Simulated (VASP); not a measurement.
A run of VASP 6.6.1:

INCAR

```
SYSTEM = CoO
PREC = Accurate ; ENCUT = 520
EDIFF = 1E-6 ; ISMEAR = -1
SIGMA = 0.05 ; LREAL = .False.
LASPH = .True. ; NELM = 60
ALGO = Normal ; ISIF = 2
LWAVE = .False. ; LCHARG = .True.
GGA = PE ; LELF = .True.
LVHAR = .True. ; NBANDS = 14
```

The input KPOINTS:

```
Automatic mesh
0
Gamma
  11 11 10
  0 0 0
```

POSCAR

```
CoO
1.0
    2.8562992300      0.0000000000      0.0000000000
   -1.4281496100      2.4736276900      0.0000000000
    0.0000000000      0.0000000000      2.7876065300
Co O
1 1
Direct
    0.0000000000      0.0000000000      0.0000000000
    0.6666666667      0.3333333333      0.5000000000
```

Potentials or basis: VASP PAW PBE potentials, release 64 (Co, O).

Launch:

```console
$ cat potpaw_PBE.64/Co/POTCAR potpaw_PBE.64/O/POTCAR > POTCAR
$ mpirun -np 1 vasp_std > vasp.out
```

Hardware: 1 thread of Intel Xeon 8259CL, with other jobs on the host.

Problem. Estimate the wall time of this run.

Solution. Run time: 43 s on 1 thread of Intel Xeon 8259CL (shared host), peak memory 0.16 GiB. Counts: scf iterations 14, k points 96.
